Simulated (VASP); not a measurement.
# H4C in VASP: further runs

Runs on H4C. Level: LDA. Tasks: single point.

All numbers are computed with VASP 6.6.1; they aren't measurements. Logs are shortened: lines on timing, memory, paths and dates and some standing lists are left out, and cuts for length are marked.

## 1. The cell of the first run

The cell holds an amorphous packing of atoms, 40 atoms: a = 8.215 Å, b = 8.215 Å, c = 8.215 Å, α = 90.00°, β = 90.00°, γ = 90.00°.

## 2. Single point, LDA

INCAR

```
  PREC = Accurate
  ENCUT = 520
  EDIFF = 1E-6
  ISMEAR = -1
  SIGMA = 0.05
  LREAL = Auto
  LASPH = True
  NELM = 100
  ALGO = Normal
  ISIF = 2
  LWAVE = False
  LCHARG = False
  NBANDS = 58
```

KPOINTS

```
regular mesh
0
Gamma
  1 1 1
```

POSCAR

```
H4C
1.0
    8.2150030000      0.0000000000      0.0000000000
    0.0000000000      8.2150030000      0.0000000000
    0.0000000000      0.0000000000      8.2150030000
C H
8 32
Direct
    0.3910771548      0.2917953895      0.0434814205
    0.8583563512      0.1395860720      0.8014969684
    0.1951673055      0.9615577742      0.1268897893
    0.4985634211      0.5997076325      0.7397075814
    0.3493973161      0.6111135930      0.3225683545
   -0.0953377619      0.3291295207      0.2060985249
    0.6478999460      0.9507604562      0.3103346402
    0.3510406509      0.1039074484      0.6130977676
    0.3766766732      0.2158854963      0.1625927586
    0.3030917944      0.2343638828     -0.0492148329
    0.5200119830      0.3012658669     -0.0049300043
    0.3637734521      0.4143151256      0.0772002153
    0.9577233265      0.1827631712      0.7277903611
    0.7451123268      0.2083991935      0.7981981260
    0.8946801358      0.1320875963      0.9228115924
    0.8440167338      0.0190018190      0.7692023971
    0.3285939153      1.0013021298      0.1197199806
    0.1856968281      0.8304926973      0.1456238056
    0.1169445708      0.9894214281      0.0242239717
    0.1487400552      1.0311377853      0.2296042984
    0.5402310870      0.5698476312      0.8661104567
    0.4658062815      0.7160557336      0.7428725224
    0.3737673620      0.5345220203      0.7318560931
    0.6053923535      0.5614361918      0.6623247733
    0.2679852947      0.7006935968      0.3731222009
    0.4527204677      0.5759097106      0.4113571231
    0.4139864587      0.6540715810      0.2183444120
    0.2738404356      0.4991720636      0.3066097480
    0.0252951825      0.3672914057      0.2019597558
   -0.1345830306      0.3620814259      0.0786000930
   -0.1526840587      0.3841142846      0.3248325046
   -0.1285331241      0.1957272566      0.2333048448
    0.6234568630      1.0615699106      0.2500425137
    0.5985146932      0.9646496782      0.4247594310
    0.7789406772      0.9404865707      0.3286060882
    0.6328908218      0.8355322573      0.2693851725
    0.3275835687      0.1446743233      0.7418865215
    0.2318562756      0.0718928526      0.5627995510
    0.4396468267     -0.0037370650      0.6079729977
    0.3960923690      0.2317710657      0.5723187198
```

Potentials or basis: VASP PAW LDA potentials, release 64 (C, H).

Launch:

```bash
> cat potpaw_LDA.64/C/POTCAR potpaw_LDA.64/H/POTCAR > POTCAR
> mpirun -np 1 vasp_gam > vasp.out
```

OUTCAR:

```text
PREC = Accurate
   ENCUT = 520
   EDIFF = 1E-6
   ISMEAR = -1
   LREAL = Auto
   LASPH = True
   NELM = 100
   ISIF = 2

 ion  position               nearest neighbor table
   1  0.391  0.292  0.043-  12 1.07  11 1.13  10 1.15   9 1.17
   2  0.858  0.140  0.801-  16 1.03  15 1.04  13 1.08  14 1.09
   3  0.195  0.962  0.127-  19 1.08  20 1.09  18 1.09  17 1.15
   4  0.499  0.600  0.740-  22 0.99  21 1.12  24 1.13  23 1.16
   5  0.349  0.611  0.323-  27 1.07  25 1.08  28 1.12  26 1.16
   6  0.905  0.329  0.206-  29 1.04  30 1.13  32 1.15  31 1.17
   7  0.648  0.951  0.310-  36 1.01  34 1.03  33 1.06  35 1.09
   8  0.351  0.104  0.613-  38 1.09  37 1.13  39 1.15  40 1.16
   9  0.377  0.216  0.163-   1 1.17
  10  0.303  0.234  0.951-   1 1.15
  11  0.520  0.301  0.995-   1 1.13
  12  0.364  0.414  0.077-   1 1.07
  13  0.958  0.183  0.728-   2 1.08
  14  0.745  0.208  0.798-   2 1.09
[... 24 lines left out ...]
  39  0.440  0.996  0.608-   8 1.15
  40  0.396  0.232  0.572-   8 1.16

  LATTYP: Found a simple cubic cell.
 ALAT       =     8.2150030000

  Lattice vectors:

 A1 = (   8.2150030000,   0.0000000000,   0.0000000000)
 A2 = (   0.0000000000,   8.2150030000,   0.0000000000)
 A3 = (   0.0000000000,   0.0000000000,   8.2150030000)

Analysis of symmetry for initial positions (statically):
=====================================================================
 Subroutine PRICEL returns:
 Original cell was already a primitive cell.

 Routine SETGRP: Setting up the symmetry group for a
 simple cubic supercell.

 Subroutine GETGRP returns: Found  1 space group operations
 (whereof  1 operations were pure point group operations)
 out of a pool of 48 trial point group operations.

The static configuration has the point symmetry C_1 .

Analysis of symmetry for dynamics (positions and initial velocities):
=====================================================================
 Subroutine PRICEL returns:
 Original cell was already a primitive cell.

 Routine SETGRP: Setting up the symmetry group for a
 simple cubic supercell.

 Subroutine GETGRP returns: Found  1 space group operations
 (whereof  1 operations were pure point group operations)
 out of a pool of 48 trial point group operations.

The dynamic configuration has the point symmetry C_1 .

 Subroutine INISYM returns: Found  1 space group operations
 (whereof  1 operations are pure point group operations),
 and found     1 'primitive' translations

----------------------------------------------------------------------------------------

                                     Primitive cell

  volume of cell :     554.3999

  direct lattice vectors                    reciprocal lattice vectors
     8.215003000  0.000000000  0.000000000     0.121728501  0.000000000  0.000000000
     0.000000000  8.215003000  0.000000000     0.000000000  0.121728501  0.000000000
     0.000000000  0.000000000  8.215003000     0.000000000  0.000000000  0.121728501

  length of vectors
     8.215003000  8.215003000  8.215003000     0.121728501  0.121728501  0.121728501

  position of ions in fractional coordinates (direct lattice)
     0.391077155  0.291795390  0.043481421
     0.858356351  0.139586072  0.801496968
     0.195167306  0.961557774  0.126889789
     0.498563421  0.599707632  0.739707581
     0.349397316  0.611113593  0.322568354
     0.904662238  0.329129521  0.206098525
[... 32 lines left out ...]
     0.439646827  0.996262935  0.607972998
     0.396092369  0.231771066  0.572318720

  ion indices of the primitive-cell ions
   primitive index   ion index
                 1           1
                 2           2
                 3           3
                 4           4
                 5           5
                 6           6
[... 32 lines left out ...]
                39          39
                40          40

----------------------------------------------------------------------------------------

 KPOINTS: regular mesh

Automatic generation of k-mesh.
 Grid dimensions read from file:
 generate k-points for:    1    1    1

 Generating k-lattice:

  Cartesian coordinates                     Fractional coordinates (reciprocal lattice)
     0.121728501  0.000000000  0.000000000     1.000000000  0.000000000  0.000000000
     0.000000000  0.121728501  0.000000000     0.000000000  1.000000000  0.000000000
     0.000000000  0.000000000  0.121728501     0.000000000  0.000000000  1.000000000

  Length of vectors
     0.121728501  0.121728501  0.121728501

  Shift w.r.t. Gamma in fractional coordinates (k-lattice)
     0.000000000  0.000000000  0.000000000

 Subroutine IBZKPT returns following result:
 ===========================================

 Found      1 irreducible k-points:

 Following reciprocal coordinates:
            Coordinates               Weight
  0.000000  0.000000  0.000000      1.000000
   k-points           NKPTS =      1   k-points in BZ     NKDIM =      1   number of bands    NBANDS=     58
   number of dos      NEDOS =    301   number of ions     NIONS =     40
   total plane-waves  NPLWV = 262144
   dimension x,y,z NGX =    64 NGY =   64 NGZ =   64
   dimension x,y,z NGXF=   128 NGYF=  128 NGZF=  128
   ions per type =               8  32
   NGX,Y,Z   is equivalent  to a cutoff of  12.95, 12.95, 12.95 a.u.
   NGXF,Y,Z  is equivalent  to a cutoff of  25.90, 25.90, 25.90 a.u.
 SYSTEM =  unknown system
   PREC   = accura    normal or accurate (medium, high low for compatibility)
   ISTART =      0    job   : 0-new  1-cont  2-samecut
   ICHARG =      2    charge: 1-file 2-atom 10-const
   ISPIN  =      1    spin polarized calculation?
   LNONCOLLINEAR =      F non collinear calculations
   LSORBIT =      F    spin-orbit coupling
   LASPH  =      T    aspherical Exc in radial PAW
   ENCUT  =  520.0 eV  38.22 Ry    6.18 a.u.  15.27 15.27 15.27*2*pi/ulx,y,z
   NELM   =    100;   NELMIN=  2; NELMDL= -5     # of ELM steps
   EDIFF  = 0.1E-05   stopping-criterion for ELM
   LREAL  =      T    real-space projection
   EDIFFG = 0.1E-04   stopping-criterion for IOM
   NSW    =      0    number of steps for IOM
   IBRION =     -1    ionic relax: 0-MD 1-quasi-New 2-CG
   NFREE  =      0    steps in history (QN), initial steepest desc. (CG)
   ISIF   =      2    stress and relaxation
   ISYM   =      2    0-nonsym 1-usesym 2-fastsym
   POTIM  = 0.5000    time-step for ionic-motion
   TEBEG  =    0.0;   TEEND  =   0.0 temperature during run
   PSTRESS=    0.0 pullay stress
   NELECT =      64.0000    total number of electrons
   NUPDOWN=      -1.0000    fix difference up-down
   EMIN   =  10.00;   EMAX   =-10.00  energy-range for DOS
   EFERMI =   0.00;   METHOD = LEGACY
   ISMEAR =    -1;   SIGMA  =   0.05  broadening in eV -4-tet -1-fermi 0-gaus
   EFERMI_NEDOS =   21; number of points for ismear=-14 and -15
   IALGO  =     38    algorithm
   IMIX   =      4    mixing-type and parameters
     AMIX     =   0.40;   BMIX     =  1.00
     AMIX_MAG =   1.60;   BMIX_MAG =  1.00
  volume/ion in A,a.u.               =      13.86        93.53
  Fermi-wavevector in a.u.,A,eV,Ry     =   0.797126  1.506350  8.645281  0.635410
  Thomas-Fermi vector in A             =   1.903783
   LORBIT       =      0    0 simple, 1 ext, 2 COOP (PROOUT), +10 PAW based schemes
   GGA     = CA    functional components
   LHFCALC =     F    Hartree Fock is set to
   AEXX    =    0.0000 exact exchange contribution
   IVDW    =     0    specifies the selected vdW correction
   LEPSILON=     F    determine dielectric tensor
   LRPA    =     F    only Hartree local field effects (RPA)
 non-spin polarized calculation
  energy-cutoff  :      520.00
  volume of cell :      554.40
 maximum number of plane-waves:      7470
 NGX is ok and might be reduce to    64
   NGX = 31   NGY = 31   NGZ = 31

 number of electron      64.0000001 magnetization

 Free energy of the ion-electron system (eV)
  ---------------------------------------------------
  ext. energy  EPLUGINS =         0.00000000
  ---------------------------------------------------
  free energy    TOTEN  =      -196.49817051 eV

  energy without entropy =     -196.49817051  energy(sigma->0) =     -196.49817051

 E-fermi :  -5.0453     XC(G=0):  -5.4953

 val. band max:       -6.2600092334   @ k =   0.0000   0.0000   0.0000
 cond. band min:       0.0351964424   @ k =   0.0000   0.0000   0.0000
 fundamental gap:      6.2952056758
 Fermi energy:        -5.0453315101

 k-point     1 :       0.0000    0.0000    0.0000
  band No.  band energies     occupation
      1     -15.5807      2.00000
      2     -15.4284      2.00000
      3     -15.2877      2.00000
      4     -15.1175      2.00000
      5     -14.9224      2.00000
      6     -14.9033      2.00000
[... 36 lines left out ...]
     43       3.1013      0.00000
     44       3.2194      0.00000
 [bands above 44 left out]

------------------------ aborting loop because EDIFF is reached ----------------------------------------

  FORCE on cell =-STRESS in cart. coord.  units (eV):
  Direction    XX          YY          ZZ          XY          YZ          ZX
  --------------------------------------------------------------------------------------
  -------------------------------------------------------------------------------------
  Total       -4.1528368      6.2168742      2.0178806     -1.5954869      1.8148937      0.9642114
  in kB      -12.0014098     17.9663344      5.8315347     -4.6108462      5.2449168      2.7865039
  external PRESSURE =       3.9321531 kB  Pullay stress =       0.0000000 kB

 VOLUME and BASIS-vectors are now :
 -----------------------------------------------------------------------------
  energy-cutoff  :      520.00
  volume of cell :      554.40
      direct lattice vectors                 reciprocal lattice vectors
     8.215003000  0.000000000  0.000000000     0.121728501  0.000000000  0.000000000
     0.000000000  8.215003000  0.000000000     0.000000000  0.121728501  0.000000000
     0.000000000  0.000000000  8.215003000     0.000000000  0.000000000  0.121728501

 POSITION                                       TOTAL-FORCE (eV/Angst)
 -----------------------------------------------------------------------------------
      3.21270      2.39710      0.35720         0.152054     -1.838922      0.232666
      7.05140      1.14670      6.58430        -0.191062      1.292834     -0.418028
      1.60330      7.89920      1.04240         1.287778      0.184017      0.322976
      4.09570      4.92660      6.07670         0.354783     -5.207062      1.268020
      2.87030      5.02030      2.64990         0.838800     -1.802015      1.845136
      7.43180      2.70380      1.69310        -3.120627     -1.033381      1.258207
[... 32 lines left out ...]
      3.61170      8.18430      4.99450        -0.734392      1.363341     -0.013606
      3.25390      1.90400      4.70160        -0.188152     -1.837268     -0.451105
 -----------------------------------------------------------------------------------
    total drift:                               -0.000883      0.010361      0.007982

  FREE ENERGIE OF THE ION-ELECTRON SYSTEM (eV)
  ---------------------------------------------------
  free  energy   TOTEN  =      -196.4981705104 eV

  energy  without entropy=     -196.4981705103  energy(sigma->0) =     -196.49817051
```

It took 42 s on 1 thread of AMD EPYC 7R13 (Zen 3), shared host; peak memory 0.35 GiB.

What came out:

| Quantity | Value |
| --- | --- |
| Free energy | -196.4982 eV |
| Pressure | 0.4 GPa |
| Largest force | 5.371 eV/Å |
| Band gap on the k mesh | 6.30 eV |

Forces on the atoms (eV/Å):
```
C    0.152 -1.839  0.233
C   -0.191  1.293 -0.418
C    1.288  0.184  0.323
C    0.355 -5.207  1.268
C    0.839 -1.802  1.845
C   -3.121 -1.033  1.258
C    2.550  1.457  0.665
C    0.738  1.355  1.067
H    0.624  0.926 -1.519
H    0.955  0.877  0.887
H   -0.844 -0.646  0.363
H   -0.711  1.035  0.014
H    0.359  0.746 -0.406
H   -0.160  0.190 -0.408
H    0.798  0.205  2.155
H   -0.805 -2.447 -0.925
H   -1.357 -0.660 -0.508
H    0.080 -0.215  0.332
H    0.167  0.416 -0.672
H   -0.357 -0.039  0.507
H   -0.166  0.121 -0.341
H   -0.589  4.603 -0.368
H    1.686  0.116 -0.519
H   -1.246  0.338 -0.013
H   -0.066  0.719  0.362
H   -1.294  0.476 -0.547
H    0.012  0.274 -1.171
H    0.483  0.361 -0.385
H    2.470 -0.150  0.439
H   -0.749  0.055  1.147
H    0.318  0.120 -2.108
H    1.108  1.007 -0.723
H   -0.518  0.738 -1.541
H   -1.114  0.032  2.490
H    0.698  0.632  0.276
H   -1.601 -2.848 -1.945
H    0.104 -0.953 -0.293
H    0.029  0.038 -0.357
H   -0.734  1.363 -0.014
H   -0.188 -1.837 -0.451
```

Stress tensor (GPa, compression positive):
```
-1.20 -0.46  0.28
-0.46  1.80  0.52
 0.28  0.52  0.58
```

Caveat: the k points lie up to 0.76 Å⁻¹ apart.

## 3. Single point, LDA

INCAR

```
SYSTEM = H4C
PREC     = Accurate       ! precision mode
ENCUT    = 520            ! plane-wave cutoff, eV
EDIFF    = 1E-6           ! SCF threshold, eV
ISMEAR   = -1             ! smearing method
SIGMA    = 0.05           ! smearing width, eV
LREAL    = Auto         
LASPH    = .True.         ! aspherical terms in the spheres
NELM     = 80             ! most SCF steps
ALGO     = Normal         ! electronic algorithm
ISIF     = 2              ! what is computed and relaxed
LWAVE    = .False.        ! write WAVECAR
LCHARG   = .True.         ! write CHGCAR
LELF     = .True.         ! ELF
LVHAR    = .True.       
NBANDS   = 58             ! bands
```

KPOINTS

```
Automatic mesh
0
Gamma
  1 1 1
  0 0 0
```

POSCAR

```
H4C
1.0
    8.2150030000      0.0000000000      0.0000000000
    0.0000000000      8.2150030000      0.0000000000
    0.0000000000      0.0000000000      8.2150030000
C H
8 32
Direct
    0.3945585899      0.3470601289      0.0624345481
    0.9139862761      0.0363237847      0.7648323439
    0.1992208646      0.9351670352      0.0824345408
    0.5180156355      0.6322943522      0.7786972202
    0.2771392780      0.7013387579      0.4239925415
   -0.1265367767      0.3682774066      0.0993426296
    0.7001823371      0.9521725068      0.2761289314
    0.3224222803      0.0201582397      0.6912352923
    0.3304198428      0.3272670746      0.1685209366
    0.3217162550      0.3189286723     -0.0566037529
    0.4858306199      0.2456359419      0.0625441038
    0.4395372710      0.4807667143      0.0412537890
    0.9766034169     -0.0653438593      0.8216917267
    0.9639436529      0.0676323551      0.6515152825
    0.9353131094      0.1350334260      0.8462687110
    0.7836880887      0.0248082685      0.7460983277
    0.2775775006      0.8156296474      0.0401947510
    0.0707242590      0.9220812214      0.0481436221
    0.2506268105      1.0363964566      0.0279001724
    0.1836883078      0.9518194942      0.2105537880
    0.5335725380      0.5218013919      0.6832499026
    0.4255750120      0.7129394840      0.7395006429
    0.6470965379      0.6809735797      0.7894823654
    0.4870965963      0.5944246155      0.8983198180
    0.1507120570      0.6909918353      0.3906511051
    0.3124648889      0.8153618447      0.3605354739
    0.3333778454      0.5912596745      0.3686182464
    0.3157150399      0.6951792957      0.5439194605
   -0.2512476258      0.3426292115      0.1037492013
   -0.0920267467      0.3921361928      0.2250759981
   -0.0783809817      0.4806936772      0.0404382080
   -0.0975167021      0.2394277884      0.0576627909
    0.7986485215      1.0516368649      0.2602433621
    0.6882164255      0.8875103271      0.1614728564
    0.5727812881      1.0113812496      0.2825683691
    0.7418378301      0.8619595148      0.3617405861
    0.3925500697     -0.0557029620      0.7886302659
    0.2334022276     -0.0816433055      0.6460131542
    0.4152524351      0.0578940750      0.5993424470
    0.2349968710      0.1143395809      0.7386850620
```

Potentials or basis: VASP PAW LDA potentials, release 64 (C, H).

Launch:

```bash
> cat potpaw_LDA.64/C/POTCAR potpaw_LDA.64/H/POTCAR > POTCAR
> mpirun -np 1 vasp_gam > vasp.out
```

Wall time 46 s (1 thread of AMD EPYC 7R13 (Zen 3), shared host); peak memory 0.35 GiB.

The run converged. Its results:

* Free energy: -196.4137 eV
* Pressure: -0.3 GPa
* Largest force: 4.253 eV/Å
* Band gap on the k mesh: 6.18 eV

Forces on the atoms (eV/Å):
```
C    1.149  0.511 -4.063
C   -0.592 -0.334  0.731
C   -0.037 -3.809 -0.561
C    2.822 -2.068 -1.971
C    0.348 -0.301 -3.036
C    1.465 -0.699  0.277
C   -0.291  2.136 -1.282
C   -0.645 -2.384  0.649
H   -1.764  0.053  1.995
H    0.443  0.337  1.668
H    0.284  0.933 -0.122
H   -0.240 -2.194  0.876
H   -0.132 -0.627 -0.201
H    0.941  0.249 -1.570
H    0.077  1.122  0.683
H   -0.414 -0.438  0.243
H   -1.578  2.144  1.118
H    0.027 -0.156 -0.657
H    0.885  1.987 -1.042
H    0.656 -0.090  1.161
H   -0.600  1.677  1.839
H   -0.548  1.134 -0.643
H   -1.142  0.234 -0.289
H   -0.291 -0.744  0.867
H   -0.977 -0.172  0.657
H    0.520 -0.447  0.321
H    0.133  0.469 -0.325
H   -0.002  0.245  2.252
H   -2.345  0.945 -0.185
H    0.289 -0.575  0.554
H   -0.547 -0.926 -0.677
H    1.142  1.262  0.099
H   -1.126 -1.006  0.200
H    0.313 -0.263 -0.683
H    1.417 -0.668  0.816
H   -0.333 -0.152  0.943
H   -0.836  1.497 -0.725
H    1.239  1.380 -0.056
H   -0.779 -0.005  0.206
H    1.072 -0.257 -0.066
```

Stress tensor (GPa, compression positive):
```
-0.49  0.42 -0.56
 0.42 -2.57 -1.12
-0.56 -1.12  2.11
```

Levels at points of the mesh, in eV from the valence-band top:
```tsv
k point	band 30	band 31	band 32	band 33	band 34	band 35
(0.00, 0.00, 0.00)	-0.41	-0.11	0.00	6.18	7.89	8.09
```

Caveat: the k points lie up to 0.76 Å⁻¹ apart.

(Continued in part 2 of 2.)
